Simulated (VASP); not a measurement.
Crystal: BeZn4O.

```
Be Zn O
1.0
     0.00000    3.33701    3.33701
     3.33701    0.00000    3.33701
     3.33701    3.33701    0.00000
Be Zn O
1 4 1
Direct
  0.75000 0.75000 0.75000
  0.86861 0.37713 0.37713
  0.37713 0.37713 0.37713
  0.37713 0.86861 0.37713
  0.37713 0.37713 0.86861
  0.00000 0.00000 0.00000
```

The cell was built from a structure type or drawn by symmetry, and may not be a known phase.

- Program: VASP 6.6.1
- Task: relaxation of cell and atoms
- Functional: PBE
- Potentials or basis: VASP PAW PBE potentials, release 64 (Be, Zn, O)
- Cutoff: 600 eV
- k mesh: 4 × 4 × 4
- Occupations: gaussian, width 0.1 eV
- Spin: collinear spin, ferromagnetic start
- Starting moments: [0.0, 0.0, 0.0, 0.0, 0.0, 1.0] μB

At the start: pressure 15.9 GPa; volume 12.39 Å³/atom.

Q: How do energy, volume and symmetry change on relaxing?

A: Over 6 steps the energy falls by 74.7 meV/atom and the volume is 14.21 Å³/atom (+14.7 %); space group F-43m (No. 216, to 0.1 Å) before and after; moment 0.00 μB per cell.

The path:
| step | energy change (eV) | largest force (eV/Å) | pressure (GPa) | volume (Å³) |
| --- | --- | --- | --- | --- |
| 1 | 0.0000 | 1.1335 | 15.90 | 74.32 |
| 2 | -0.3540 | 0.9427 | -2.43 | 88.34 |
| 3 | -0.4235 | 0.4739 | 1.98 | 83.07 |
| 4 | -0.4250 | 0.5589 | 1.24 | 83.85 |
| 5 | -0.4452 | 0.1552 | -0.68 | 85.79 |
| 6 | -0.4483 | 0.0289 | -0.24 | 85.26 |

Final structure:
```
Be Zn O
1.0
     0.00000    3.49326    3.49326
     3.49326    0.00000    3.49326
     3.49326    3.49326    0.00000
Be Zn O
1 4 1
Direct
  0.75000 0.75000 0.75000
  0.87456 0.37515 0.37515
  0.37515 0.37515 0.37515
  0.37515 0.87456 0.37515
  0.37515 0.37515 0.87456
  0.00000 0.00000 0.00000
```

Caveat: the k points lie up to 0.39 Å⁻¹ apart in the final cell, too coarse for converged energies and pressures of a metal.
